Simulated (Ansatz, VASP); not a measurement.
# One calculation of Ca2Zr2N, two programs

```
CELL_PARAMETERS angstrom
4.00786 0.00000 0.00000
-2.00393 3.47091 0.00000
0.00000 0.00000 6.58856
ATOMIC_POSITIONS crystal
Ca 0.33333 0.66667 0.63690
Ca 0.66667 0.33333 0.36310
Zr 0.33333 0.66667 0.24050
Zr 0.66667 0.33333 0.75950
N 0.00000 0.00000 0.00000
```

Change from the starting cell: species swapped into the CaCd2P2 type (P-3m1, No. 164).

Alike in both runs: task relaxation of cell and atoms; functional PBE; k mesh 6 × 6 × 4; occupations gaussian, width 0.1 eV; no spin polarisation.

```csv
,VASP,Ansatz
version,VASP 6.6.1,Ansatz 0.2.0
potentials or method,"VASP PAW PBE potentials, release 64 (Ca_sv, Zr_sv, N), cutoff 600 eV","scalar-relativistic, plane waves, PAW"
valence electrons in the cell,49,49
```

Ansatz gave:

| Property | Result |
| --- | --- |
| gap on the k mesh at the Fermi level, each at its own relaxed structure (eV) | none |
| relaxed volume (Å³/atom) | 23.80 |
| relaxed cell length with the largest relative difference (Å) | 11.630 |

Q: What did VASP give for the same quantities?

A: gap on the k mesh at the Fermi level, each at its own relaxed structure (eV): none; relaxed volume (Å³/atom): 22.90; relaxed cell length with the largest relative difference (Å): 11.060.

A gap of «none» marks a metal or a gap that the smearing closes. One of these differences is far larger than is usual between the two programs; its cause wasn't traced.

Noted on VASP's run: the volume moved by over 15 % at a fixed basis, so the end points are rough.
